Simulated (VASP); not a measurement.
Write the native input for VASP 6.6.1 that does the following.

```
Task                   : relaxation of cell and atoms
Functional             : PBE
Potentials or basis    : VASP PAW PBE potentials, release 64 (Mg, Ge_d, N)
Cutoff                 : 600 eV
k mesh                 : 5 × 5 × 2
Occupations            : gaussian, width 0.2 eV
Spin                   : no spin polarisation
Dipole correction      : no
Further INCAR settings : ALGO = Normal; EDIFF = 1e-06; IBRION = 2; EDIFFG = -0.08; NSW = 36; ISIF = 3
```

The structure of MgGe3N lies in POSCAR:

```
MgGe3N
1.0
    3.4000000000      0.0000000000      0.0000000000
   -1.7000000000      2.9444863700      0.0000000000
    0.0000000000      0.0000000000      8.5500000000
Mg Ge N
1 3 1
Direct
    0.0000000000      0.0000000000      0.0000000000
    0.3333333300      0.6666666700      0.3330000000
    0.6666666700      0.3333333300      0.5090000000
    0.0000000000      0.0000000000      0.6840000000
    0.3333333300      0.6666666700      0.1050000000
```

One way to write it, as run:

INCAR

```
SYSTEM = MgGe3N
ALGO = Normal
EDIFF = 1E-6
EDIFFG = -0.08
ENCUT = 600
GGA = PE
IBRION = 2
ISIF = 3
ISMEAR = 0
LASPH = .TRUE.
LCHARG = .FALSE.
LREAL = .FALSE.
LWAVE = .FALSE.
NELM = 80
NSW = 36
PREC = Accurate
SIGMA = 0.2
```

KPOINTS

```
k-points
0
G
  5 5 2
  0 0 0
```

Potentials or basis: VASP PAW PBE potentials, release 64 (Mg, Ge_d, N).

Command:

```console
$ cat potpaw_PBE.64/Mg/POTCAR potpaw_PBE.64/Ge_d/POTCAR potpaw_PBE.64/N/POTCAR > POTCAR
$ mpirun -np 1 vasp_std > vasp.out
```

It gave:

```yaml
Relaxed_volume: 18.81 Å³/atom
Relaxed_cell: a = 3.557 Å, b = 3.557 Å, c = 8.581 Å, α = 90.00°, β = 90.00°, γ = 120.00°
Space_group_after_relaxing_to_0.1_Å: P3m1 (No. 156)
Energy_gained_by_relaxing: 210.0 meV/atom
Ionic_steps: 14
Pressure_after_relaxing: 0.1 GPa
Largest_force_after_relaxing: 0.078 eV/Å
Band_gap_on_the_k_mesh: zero (an odd number of electrons rules out a gap without spin polarisation)
```

Caveat: the k points lie up to 0.41 Å⁻¹ apart in the final cell, too coarse for converged energies and pressures of a metal; an odd number of electrons without spin polarisation forces a metal; a magnetic or distorted state may lie lower; the relaxation stopped at a loose force limit of 0.08 eV/Å, so its end isn't a converged minimum.

Wall time 3.7 min on 1 thread of AMD EPYC 9R14 (Zen 4), on a shared host, peak memory 0.22 GiB.
